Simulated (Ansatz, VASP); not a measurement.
One calculation of Pt, two programs

```xyz
2
Lattice="2.6954 0.0000 0.0000 -1.3477 2.3343 0.0000 0.0000 0.0000 4.6225" Properties=species:S:1:pos:R:3 pbc="T T T"
Pt    0.0000    1.5562    1.1556
Pt    1.3477    0.7781    3.4669
```

Alike in both runs: task single point; functional PBEsol; k mesh 15 × 15 × 8; occupations fermi-dirac, width 0.1 eV; no spin polarisation.

|  | VASP | Ansatz |
| --- | --- | --- |
| version | VASP 6.6.1 | Ansatz 0.2.0 |
| potentials or method | VASP PAW PBE potentials, release 64 (Pt), cutoff 520 eV | plane waves (420 eV) with PAW, scalar-relativistic |
| valence electrons in the cell | 20 | 36 |

|  | VASP | Ansatz | Ansatz less VASP |
| --- | --- | --- | --- |
| pressure (GPa) | 12.5 | 12.9 | +0.38 |
| traceless stress, the component that is largest in VASP (GPa) | -0.61 | -0.51 | +0.104 |

VASP's potentials were made for PBE, not for PBEsol, and Ansatz warns of the same on its side. VASP's potentials hold 20 valence electrons a cell and Ansatz's 36, so a difference there can come from the potentials and not from the codes.

Spin-orbit coupling is off throughout.
